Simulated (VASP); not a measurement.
# CrW3 (Pm-3m) in VASP: further runs

Runs on CrW3. Level: PBE. Tasks: single point, relaxation of cell and atoms.

Everything below comes from runs of VASP 6.6.1. Logs are shortened: lines on timing, memory, paths and dates and some standing lists are left out, and cuts for length are marked.

### Step 1. The cell of the first run

It takes space group Pm-3m (No. 221, cubic). The conventional cell has a = 3.954 Å, b = 3.954 Å, c = 3.954 Å, α = 90.00°, β = 90.00°, γ = 90.00°. Within 3.7 Å of Cr (site symmetry m-3m) lie 12 W at 2.80 Å. W (site symmetry 4/mmm) has 4 Cr at 2.80 Å and 8 W at 2.80 Å within 3.7 Å.

### Step 2. Single point, PBE

File INCAR:

```
SYSTEM = CrW3
PREC = Accurate
ENCUT = 520
EDIFF = 1E-6
ISMEAR = 0
SIGMA = 0.1
LREAL = .FALSE.
LASPH = .TRUE.
NELM = 100
ALGO = Normal
ISIF = 2
LWAVE = .FALSE.
LCHARG = .FALSE.
GGA = PE
NBANDS = 35
```

File KPOINTS:

```
Automatic mesh
0
G
  4 4 4
  0 0 0
```

File POSCAR:

```
CrW3
1.0
    3.9543874516      0.0000000000      0.0000000000
    0.0000000000      3.9543874516      0.0000000000
    0.0000000000      0.0000000000      3.9543874516
Cr W
1 3
Direct
    0.0000000000      0.0000000000      0.0000000000
    0.0000000000      0.5000000000      0.5000000000
    0.5000000000      0.0000000000      0.5000000000
    0.5000000000      0.5000000000      0.0000000000
```

Potentials or basis: VASP PAW PBE potentials, release 64 (Cr_pv, W_sv).

Started as:

```
cat potpaw_PBE.64/Cr_pv/POTCAR potpaw_PBE.64/W_sv/POTCAR > POTCAR
mpirun -np 1 vasp_std > vasp.out
```

OUTCAR:

```text
SYSTEM = CrW3
   PREC = Accurate
   ENCUT = 520
   EDIFF = 1E-6
   ISMEAR = 0
   LREAL = .FALSE.
   LASPH = .TRUE.
   NELM = 100
   ISIF = 2
   GGA = PE

 ion  position               nearest neighbor table
   1  0.000  0.000  0.000-   2 2.80   3 2.80   4 2.80   2 2.80   3 2.80   2 2.80   4 2.80   2 2.80
                             3 2.80   4 2.80   3 2.80   4 2.80
   2  0.000  0.500  0.500-   1 2.80   3 2.80   4 2.80   1 2.80   4 2.80   1 2.80   3 2.80   1 2.80
                             3 2.80   4 2.80   4 2.80   3 2.80
   3  0.500  0.000  0.500-   1 2.80   2 2.80   4 2.80   1 2.80   4 2.80   2 2.80   4 2.80   4 2.80
                             1 2.80   2 2.80   1 2.80   2 2.80
   4  0.500  0.500  0.000-   1 2.80   2 2.80   3 2.80   2 2.80   3 2.80   1 2.80   3 2.80   3 2.80
                             1 2.80   2 2.80   2 2.80   1 2.80

  LATTYP: Found a simple cubic cell.
 ALAT       =     3.9543874516

  Lattice vectors:

 A1 = (   3.9543874516,   0.0000000000,   0.0000000000)
 A2 = (   0.0000000000,   3.9543874516,   0.0000000000)
 A3 = (   0.0000000000,   0.0000000000,   3.9543874516)

Analysis of symmetry for initial positions (statically):
=====================================================================
 Subroutine PRICEL returns:
 Original cell was already a primitive cell.

 Routine SETGRP: Setting up the symmetry group for a
 simple cubic supercell.

 Subroutine GETGRP returns: Found 48 space group operations
 (whereof 48 operations were pure point group operations)
 out of a pool of 48 trial point group operations.

The static configuration has the point symmetry O_h .

Analysis of symmetry for dynamics (positions and initial velocities):
=====================================================================
 Subroutine PRICEL returns:
 Original cell was already a primitive cell.

 Routine SETGRP: Setting up the symmetry group for a
 simple cubic supercell.

 Subroutine GETGRP returns: Found 48 space group operations
 (whereof 48 operations were pure point group operations)
 out of a pool of 48 trial point group operations.

The dynamic configuration has the point symmetry O_h .

 Subroutine INISYM returns: Found 48 space group operations
 (whereof 48 operations are pure point group operations),
 and found     1 'primitive' translations

----------------------------------------------------------------------------------------

                                     Primitive cell

  volume of cell :      61.8355

  direct lattice vectors                    reciprocal lattice vectors
     3.954387452  0.000000000  0.000000000     0.252883667  0.000000000  0.000000000
     0.000000000  3.954387452  0.000000000     0.000000000  0.252883667  0.000000000
     0.000000000  0.000000000  3.954387452     0.000000000  0.000000000  0.252883667
[... 79 lines left out ...]
   ISIF   =      2    stress and relaxation
   ISYM   =      2    0-nonsym 1-usesym 2-fastsym
   POTIM  = 0.5000    time-step for ionic-motion
   TEBEG  =    0.0;   TEEND  =   0.0 temperature during run
   PSTRESS=    0.0 pullay stress
   NELECT =      54.0000    total number of electrons
   NUPDOWN=      -1.0000    fix difference up-down
   EMIN   =  10.00;   EMAX   =-10.00  energy-range for DOS
   EFERMI =   0.00;   METHOD = LEGACY
   ISMEAR =     0;   SIGMA  =   0.10  broadening in eV -4-tet -1-fermi 0-gaus
   EFERMI_NEDOS =   21; number of points for ismear=-14 and -15
   IALGO  =     38    algorithm
   IMIX   =      4    mixing-type and parameters
     AMIX     =   0.40;   BMIX     =  1.00
     AMIX_MAG =   1.60;   BMIX_MAG =  1.00
  volume/ion in A,a.u.               =      15.46       104.32
  Fermi-wavevector in a.u.,A,eV,Ry     =   1.564805  2.957052 33.315421  2.448614
  Thomas-Fermi vector in A             =   2.667374
   LORBIT       =      0    0 simple, 1 ext, 2 COOP (PROOUT), +10 PAW based schemes
   GGA     = PE    functional components
   LHFCALC =     F    Hartree Fock is set to
   AEXX    =    0.0000 exact exchange contribution
   IVDW    =     0    specifies the selected vdW correction
   LEPSILON=     F    determine dielectric tensor
   LRPA    =     F    only Hartree local field effects (RPA)
 non-spin polarized calculation
 Gauss-broadening in eV      SIGMA  =   0.10
  energy-cutoff  :      520.00
  volume of cell :       61.84
 maximum number of plane-waves:      1743
 NGX is ok and might be reduce to    30
   NGX = 15   NGY = 15   NGZ = 15

 number of electron      54.0000016 magnetization

 Free energy of the ion-electron system (eV)
  ---------------------------------------------------
  ext. energy  EPLUGINS =         0.00000000
  ---------------------------------------------------
  free energy    TOTEN  =       -46.40642574 eV

  energy without entropy =      -46.36422020  energy(sigma->0) =      -46.38532297

 E-fermi :  10.2261     XC(G=0): -13.3767

 val. band max:       10.1767737099   @ k =   0.5000   0.0000   0.0000
 cond. band min:      10.2356214853   @ k =   0.2500   0.0000   0.0000
 fundamental gap:      0.0588477754
 Fermi energy:        10.2261419996

 k-point     1 :       0.0000    0.0000    0.0000
  band No.  band energies     occupation
      1     -63.3623      2.00000
      2     -63.2256      2.00000
      3     -63.2256      2.00000
      4     -32.4992      2.00000
      5     -32.4992      2.00000
      6     -32.4992      2.00000
[... 369 lines left out ...]
     34      13.5610      0.00000
     35      14.1449      0.00000

------------------------ aborting loop because EDIFF is reached ----------------------------------------

  FORCE on cell =-STRESS in cart. coord.  units (eV):
  Direction    XX          YY          ZZ          XY          YZ          ZX
  --------------------------------------------------------------------------------------
  -------------------------------------------------------------------------------------
  Total        0.0687698      0.0687698      0.0687698      0.0000000     -0.0000000      0.0000000
  in kB        1.7818475      1.7818475      1.7818475      0.0000000     -0.0000000      0.0000000
  external PRESSURE =       1.7818475 kB  Pullay stress =       0.0000000 kB

 VOLUME and BASIS-vectors are now :
 -----------------------------------------------------------------------------
  energy-cutoff  :      520.00
  volume of cell :       61.84
      direct lattice vectors                 reciprocal lattice vectors
     3.954387452  0.000000000  0.000000000     0.252883667  0.000000000  0.000000000
     0.000000000  3.954387452  0.000000000     0.000000000  0.252883667  0.000000000
     0.000000000  0.000000000  3.954387452     0.000000000  0.000000000  0.252883667

 POSITION                                       TOTAL-FORCE (eV/Angst)
 -----------------------------------------------------------------------------------
      0.00000      0.00000      0.00000         0.000000      0.000000      0.000000
      0.00000      1.97719      1.97719         0.000000      0.000000      0.000000
      1.97719      0.00000      1.97719         0.000000      0.000000      0.000000
      1.97719      1.97719      0.00000         0.000000      0.000000      0.000000
 -----------------------------------------------------------------------------------
    total drift:                                0.000000      0.000000     -0.000000

  FREE ENERGIE OF THE ION-ELECTRON SYSTEM (eV)
  ---------------------------------------------------
  free  energy   TOTEN  =       -46.4064257358 eV

  energy  without entropy=      -46.3642201970  energy(sigma->0) =      -46.38532297
```

OSZICAR:

```text
N       E                     dE             d eps       ncg     rms          rms(c)
DAV:   1     0.693540005814E+03    0.69354E+03   -0.31587E+04   700   0.182E+03
DAV:   2    -0.128628209466E+02   -0.70640E+03   -0.69162E+03   711   0.572E+02
DAV:   3    -0.494240675620E+02   -0.36561E+02   -0.34868E+02   836   0.128E+02
DAV:   4    -0.506895763359E+02   -0.12655E+01   -0.12331E+01   832   0.214E+01
DAV:   5    -0.507207724715E+02   -0.31196E-01   -0.31159E-01   889   0.351E+00    0.376E+01
DAV:   6    -0.664578249386E+02   -0.15737E+02   -0.14616E+02   831   0.534E+01    0.480E+01
DAV:   7    -0.472489902076E+02    0.19209E+02   -0.57826E+01   865   0.569E+01    0.147E+01
DAV:   8    -0.464329136038E+02    0.81608E+00   -0.40841E+00   771   0.116E+01    0.389E+00
DAV:   9    -0.464172287420E+02    0.15685E-01   -0.90459E-02   834   0.162E+00    0.222E+00
DAV:  10    -0.464071907196E+02    0.10038E-01   -0.48035E-02   791   0.135E+00    0.216E-01
DAV:  11    -0.464065712319E+02    0.61949E-03   -0.41087E-03   802   0.435E-01    0.186E-01
DAV:  12    -0.464064250529E+02    0.14618E-03   -0.75881E-04   943   0.115E-01    0.466E-02
DAV:  13    -0.464064301546E+02   -0.51017E-05   -0.32884E-05   819   0.334E-02    0.159E-02
DAV:  14    -0.464064265679E+02    0.35867E-05   -0.93543E-06   814   0.210E-02    0.111E-02
DAV:  15    -0.464064257358E+02    0.83210E-06   -0.29657E-06   583   0.102E-02
   1 F= -.46406426E+02 E0= -.46385323E+02  d E =-.422055E-01
```

stdout:

```text
POSCAR found type information on POSCAR CrW
 POSCAR found :  2 types and       4 ions
 scaLAPACK will be used
 LDA part: xc-table for (Slater+PW92), standard interpolation
 POSCAR, INCAR and KPOINTS ok, starting setup
 FFT: planning ... GRIDC
 FFT: planning ... GRID_SOFT
 FFT: planning ... GRID
 WAVECAR not read
 entering main loop
```

Run time: 16 s. Hardware: 1 thread of Oxide Virtual Turin-like, shared host; peak memory 0.14 GiB.

What came out:

- Free energy: -46.4064 eV
- Pressure: 0.2 GPa
- Band gap on the k mesh: zero (band 27 reaches 11.93 eV, above the bottom of band 28 at 10.07 eV)

Caveat: the k points lie up to 0.40 Å⁻¹ apart; spin-orbit coupling is left out, which moves the levels of the heavy elements. Spin polarisation is off, so any magnetic state and its effect on volume and gap are missing.

### Step 3. Relaxation of cell and atoms, PBE

This run uses another cell than the first one, of 14.60 Å³/atom, 0.945 times its volume.

File INCAR:

```
PREC = Accurate ; ENCUT = 600
EDIFF = 1E-7 ; ISMEAR = 0
SIGMA = 0.1 ; LREAL = False
LASPH = True ; NELM = 80
ALGO = Normal ; ISIF = 3
LWAVE = False ; LCHARG = False
GGA = PE ; IBRION = 2
NSW = 90 ; EDIFFG = -0.04
```

File KPOINTS:

```
regular mesh
0
Gamma
  4 4 4
```

File POSCAR:

```
CrW3
1.0
    3.8800131563      0.0000000000      0.0000000000
    0.0000000000      3.8800131563      0.0000000000
    0.0000000000      0.0000000000      3.8800131563
Cr W
1 3
Direct
    0.0000000000      0.0000000000      0.0000000000
    0.0000000000      0.5000000000      0.5000000000
    0.5000000000      0.0000000000      0.5000000000
    0.5000000000      0.5000000000      0.0000000000
```

Potentials or basis: VASP PAW PBE potentials, release 64 (Cr_pv, W_sv).

Started as:

```
cat potpaw_PBE.64/Cr_pv/POTCAR potpaw_PBE.64/W_sv/POTCAR > POTCAR
mpirun -np 1 vasp_std > vasp.out
```

Wall time 1.8 min (1 thread of Oxide Virtual Turin-like, shared host); peak memory 0.17 GiB.

The run converged. Its results:

| Quantity | Value |
| --- | --- |
| Free energy | -46.4056 eV |
| Relaxed volume | 15.48 Å³/atom |
| Relaxed cell | a = 3.956 Å, b = 3.956 Å, c = 3.956 Å, α = 90.00°, β = 90.00°, γ = 90.00° |
| Space group after relaxing (to 0.05 Å) | Pm-3m (No. 221) |
| Energy gained by relaxing | 45.9 meV/atom |
| Ionic steps | 4 |
| Pressure after relaxing | -0.1 GPa |
| Band gap on the k mesh | zero (band 27 reaches 11.91 eV, above the bottom of band 28 at 10.05 eV) |

Step by step:
```
step  energy change (eV)  largest force (eV/Å)  pressure (GPa)  volume (Å³)
   1              0.0000                0.0000           17.77        58.41
   2              1.1388                0.0000          -32.24        73.20
   3             -0.1827                0.0000           -1.01        62.11
   4             -0.1834                0.0000           -0.07        61.90
```

Final structure:
```
Cr W
1.0
     3.95577    0.00000    0.00000
     0.00000    3.95577    0.00000
     0.00000    0.00000    3.95577
Cr W
1 3
Direct
  0.00000 0.00000 0.00000
  0.00000 0.50000 0.50000
  0.50000 0.00000 0.50000
  0.50000 0.50000 0.00000
```

Levels at points of the mesh, in eV from the Fermi level:
```
           k point  band 23  band 24  band 25  band 26  band 27  band 28  band 29  band 30  band 31  band 32
(0.00, 0.00, 0.00)    -0.42    -0.42    -0.42     1.70     1.70     3.17     3.17     3.17     3.71     3.71
(0.50, 0.00, 0.00)    -2.10    -1.50    -1.50    -0.05     0.11     1.01     1.01     1.02     1.74     1.84
(0.50, 0.50, 0.00)    -1.81    -1.57    -1.55    -1.55    -1.11     0.31     1.06     1.11     1.40     1.40
(0.50, 0.50, 0.50)    -0.63    -0.63    -0.63    -0.48    -0.48     0.64     0.64     0.64     1.00     3.33
```

Caveat: the k points lie up to 0.40 Å⁻¹ apart in the final cell; spin-orbit coupling is left out, which moves the levels of the heavy elements. Spin polarisation is off, so any magnetic state and its effect on volume and gap are missing.

### Step 4. Single point, PBE

This run uses another cell than the first one, of 15.41 Å³/atom, 0.997 times its volume.

File INCAR:

```
PREC = Accurate
ENCUT = 520
EDIFF = 1E-6
ISMEAR = 0
SIGMA = 0.1
LREAL = False
LASPH = True
NELM = 80
ALGO = Fast
ISIF = 2
LWAVE = False
LCHARG = False
GGA = PE
NBANDS = 35
```

File KPOINTS:

```
Automatic mesh
0
Gamma
  12 12 12
```

File POSCAR:

```
CrW3
1.0
    3.9501113207      0.0000000000      0.0000000000
    0.0000000000      3.9501113207      0.0000000000
    0.0000000000      0.0000000000      3.9501113207
Cr W
1 3
Direct
    0.0000000000      0.0000000000      0.0000000000
    0.0000000000      0.5000000000      0.5000000000
    0.5000000000      0.0000000000      0.5000000000
    0.5000000000      0.5000000000      0.0000000000
```

Started as:

```
cat potpaw_PBE.64/Cr_pv/POTCAR potpaw_PBE.64/W_sv/POTCAR > POTCAR
mpirun -np 1 vasp_std > vasp.out
```

It took 3.9 min on 1 thread of Oxide Virtual Turin-like, shared host; peak memory 0.24 GiB.

It converged, with:

| Quantity | Value |
| --- | --- |
| Free energy | -46.4159 eV |
| Pressure | 0.4 GPa |
| Band gap on the k mesh | zero (band 27 reaches 12.03 eV, above the bottom of band 28 at 9.99 eV) |

Levels at points of the mesh, in eV from the Fermi level:
```csv
k point,band 25,band 26,band 27,band 28,band 29,band 30
"(0.00, 0.00, 0.00)",-0.47,1.68,1.68,3.13,3.13,3.13
"(0.50, 0.00, 0.00)",-1.56,-0.09,0.06,0.97,0.98,0.98
"(0.50, 0.50, 0.00)",-1.60,-1.60,-1.15,0.29,1.00,1.00
"(0.50, 0.50, 0.50)",-0.69,-0.51,-0.51,0.60,0.60,0.60
```

Caveat: spin-orbit coupling is left out, which moves the levels of the heavy elements.

### Step 5. The runs side by side

| task | cell | k mesh | cutoff (eV) | gap on the mesh (eV) | pressure (GPa) |
| --- | --- | --- | --- | --- | --- |
| single point | a = 3.954 Å, 4 atoms | 4 × 4 × 4 | 520 | none | 0.2 |
| relaxation of cell and atoms | relaxed from a = 3.880 Å, 4 atoms | 4 × 4 × 4 | 600 | none | -0.1 |
| single point | a = 3.950 Å, 4 atoms | 12 × 12 × 12 | 520 | none | 0.4 |

Alike in all rows: level PBE; potentials or basis VASP PAW PBE potentials, release 64 (Cr_pv, W_sv); no spin polarisation; smearing gaussian 0.1 eV.

Caveats: some runs use coarse meshes; spin-orbit coupling is left out, which moves the levels of the heavy elements.

Absolute energies hang on the potentials; compare differences alone.
